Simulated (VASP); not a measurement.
A run of VASP 6.6.1 is set up as follows.

POSCAR

```
MgI2
1.0
    4.0324966890      0.0000000000      0.0000000000
   -2.0162483445      3.4922445734      0.0000000000
    0.0000000000      0.0000000000      6.9940381046
Mg I
1 2
Direct
    0.0000000000      0.0000000000      0.0000000000
    0.3333333333      0.6666666667      0.2444644722
    0.6666666667      0.3333333333      0.7555355278
```

INCAR.step1

```
  PREC = Accurate
  ENCUT = 520
  ISMEAR = 0
  SIGMA = 0.01
  LREAL = False
  LASPH = True
  NELM = 80
  NBANDS = 15
  GGA = PE
  ALGO = Normal
  EDIFF = 1E-4
  LWAVE = True
  LCHARG = False
```

INCAR.step2

```
  PREC = Accurate
  ENCUT = 520
  EDIFF = 1E-6
  ISMEAR = 0
  SIGMA = 0.01
  LREAL = False
  LASPH = True
  NELM = 80
  ALGO = Normal
  ISIF = 2
  LWAVE = False
  LCHARG = False
  METAGGA = R2SCAN
  LMIXTAU = True
  NBANDS = 15
  ISTART = 1
```

Contents of KPOINTS:

```
regular mesh
0
Gamma
  12 12 4
```

Potentials or basis: VASP PAW PBE potentials, release 64 (Mg, I).

Run with:

```sh
$ cat potpaw_PBE.64/Mg/POTCAR potpaw_PBE.64/I/POTCAR > POTCAR
$ cp INCAR.step1 INCAR
$ mpirun -np 1 vasp_std > vasp.out
$ cp INCAR.step2 INCAR
$ mpirun -np 1 vasp_std > vasp.out
```

**Question.** Estimate the largest force.

**Answer.** 0.042 eV/Å.

**Question.** Estimate the band gap on the k mesh.

**Answer.** 4.07 eV (least direct gap 4.66 eV).

**Question.** What does it give for the pressure?

**Answer.** 2.0 GPa.

Forces in eV/Å, atoms in the order of the input:
```
Mg   0.000  0.000  0.000
I    0.000  0.000 -0.042
I    0.000  0.000  0.042
```

Caveat: the cell differs from its parent crystal (epitaxial xy strain -3.0%); the PAW data sets were made with another functional, which shifts forces and pressure a little; spin-orbit coupling is left out, which moves the levels of the heavy elements. A k mesh can miss the band edges.
